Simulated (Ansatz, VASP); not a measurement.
# One calculation of ZnS, two programs

```
CELL_PARAMETERS angstrom
3.90059 0.00000 0.00000
-1.95029 3.37801 0.00000
0.00000 0.00000 6.40009
ATOMIC_POSITIONS crystal
Zn 0.33333 0.66667 0.00011
Zn 0.66667 0.33333 0.50011
S 0.33333 0.66667 0.37489
S 0.66667 0.33333 0.87489
```

Change from the starting cell: hydrostatic strain +2.5%.

Alike in both runs: task single point; functional r2SCAN; k mesh 12 × 12 × 4; no spin polarisation.

|  | VASP | Ansatz |
| --- | --- | --- |
| version | VASP 6.6.1 | Ansatz 0.2.0 |
| potentials or method | VASP PAW PBE potentials, release 64 (Zn, S) | plane waves, PAW |
| plane-wave cutoff (eV) | 520 | 500 |
| occupations | gaussian, width 0.01 eV | fixed |
| valence electrons in the cell | 36 | 36 |

Ansatz gave:

* gap on the k mesh at the Fermi level (eV): 2.44
* pressure (GPa): -4.9
* traceless stress, the component that is largest in VASP (GPa): -0.11
* rms of the force components (eV/Å): 0.000

Question: Estimate VASP's values.

Answer: gap on the k mesh at the Fermi level (eV): 2.44; pressure (GPa): -4.9; traceless stress, the component that is largest in VASP (GPa): -0.09; rms of the force components (eV/Å): 0.003.

VASP's potentials were made for PBE, not for r2SCAN. Atom by atom the forces differ by 0.003 eV/Å (rms over components).
